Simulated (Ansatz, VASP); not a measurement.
Two plane-wave programs on ZnBi3

```
CELL_PARAMETERS angstrom
4.83296 0.00000 0.00000
0.00000 4.83296 0.00000
0.00000 0.00000 4.97916
ATOMIC_POSITIONS crystal
Zn 0.00000 0.00000 0.00000
Bi 0.00000 0.50000 0.54353
Bi 0.50000 0.00000 0.45647
Bi 0.50000 0.50000 0.00000
```

Alike in both runs: task single point; functional PBEsol; k mesh 8 × 8 × 8; occupations gaussian, width 0.1 eV; no spin polarisation.

```csv
,VASP,Ansatz
version,VASP 6.6.1,Ansatz 0.2.0
potentials or method,"VASP PAW PBE potentials, release 64 (Zn, Bi_d), cutoff 520 eV","scalar-relativistic, plane waves, PAW"
valence electrons in the cell,57,57
```

|  | VASP | Ansatz | Ansatz less VASP |
| --- | --- | --- | --- |
| gap on the k mesh at the Fermi level (eV) | none | none | - |
| pressure (GPa) | -2.5 | -2.4 | +0.04 |
| traceless stress, the component that is largest in VASP (GPa) | -0.13 | -0.13 | -0.001 |
| rms of the force components (eV/Å) | 0.085 | 0.086 | +0.0003 |

VASP's potentials were made for PBE, not for PBEsol. Atom by atom the forces differ by 0.000 eV/Å (rms over components). A gap of «none» marks a metal or a gap that the smearing closes. The functional is the same, so the differences come from potentials, cutoffs and numerics.

Neither program's run includes spin-orbit coupling.
